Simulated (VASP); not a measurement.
The system is Si2B2C.

```
Si B C
1.0
     4.42968    0.00000    0.00000
     0.00000    4.42968    0.00000
     0.00000    0.00000    2.97084
Si B C
2 2 1
Direct
  0.50000 0.00000 0.50000
  0.00000 0.50000 0.50000
  0.00000 0.00000 0.00000
  0.50000 0.50000 0.50000
  0.00000 0.00000 0.50000
```

| Item | Value |
| --- | --- |
| Program | VASP 6.6.1 |
| Task | relaxation of cell and atoms |
| Functional | PBE |
| Potentials or basis | VASP PAW PBE potentials, release 64 (Si, B, C) |
| Cutoff | 600 eV |
| k mesh | 4 × 4 × 6 |
| Occupations | gaussian, width 0.1 eV |
| Spin | no spin polarisation |

At the start: pressure -11.6 GPa; volume 11.66 Å³/atom.

Question: Where does the relaxation end?

Answer: Over 5 steps the energy falls by 38.7 meV/atom and the volume is 10.64 Å³/atom (-8.8 %); space group P4/mmm (No. 123, to 0.05 Å).

Step by step:
| step | energy change (eV) | largest force (eV/Å) | pressure (GPa) | volume (Å³) |
| --- | --- | --- | --- | --- |
| 1 | 0.0000 | 0.0000 | -11.60 | 58.29 |
| 2 | -0.1181 | 0.0000 | 7.27 | 51.45 |
| 3 | -0.1792 | 0.0000 | -0.58 | 53.84 |
| 4 | -0.1926 | 0.0000 | -0.19 | 53.34 |
| 5 | -0.1937 | 0.0000 | -0.09 | 53.19 |

Final structure:
```
Si B C
1.0
     4.28514    0.00000    0.00000
     0.00000    4.28514    0.00000
     0.00000    0.00000    2.89646
Si B C
2 2 1
Cartesian
  2.1426 0.0000 1.4482
  0.0000 2.1426 1.4482
  0.0000 0.0000 0.0000
  2.1426 2.1426 1.4482
  0.0000 0.0000 1.4482
```
